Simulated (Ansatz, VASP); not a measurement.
**CaO in VASP and in Ansatz**

```
Ca O
1.0
     0.00000    2.39755    2.39755
     2.39755    0.00000    2.39755
     2.39755    2.39755    0.00000
Ca O
1 1
Cartesian
  0.0000 0.0000 0.0000
  2.3975 2.3975 2.3975
```

Alike in both runs: task single point; functional r2SCAN; k mesh 6 × 6 × 6; occupations methfessel-paxton of order 1, width 0.001 eV; no spin polarisation.

|  | VASP | Ansatz |
| --- | --- | --- |
| version | VASP 6.6.1 | Ansatz 0.2.0 |
| potentials or method | VASP PAW PBE potentials, release 64 (Ca_sv, O) | plane waves |
| plane-wave cutoff (eV) | 520 | 500 |
| valence electrons in the cell | 16 | 16 |

|  | VASP | Ansatz | Ansatz less VASP |
| --- | --- | --- | --- |
| gap on the k mesh at the Fermi level (eV) | 4.19 | 4.20 | +0.012 |
| pressure (GPa) | 1.0 | 0.0 | -1.05 |

VASP's potentials were made for PBE, not for r2SCAN.
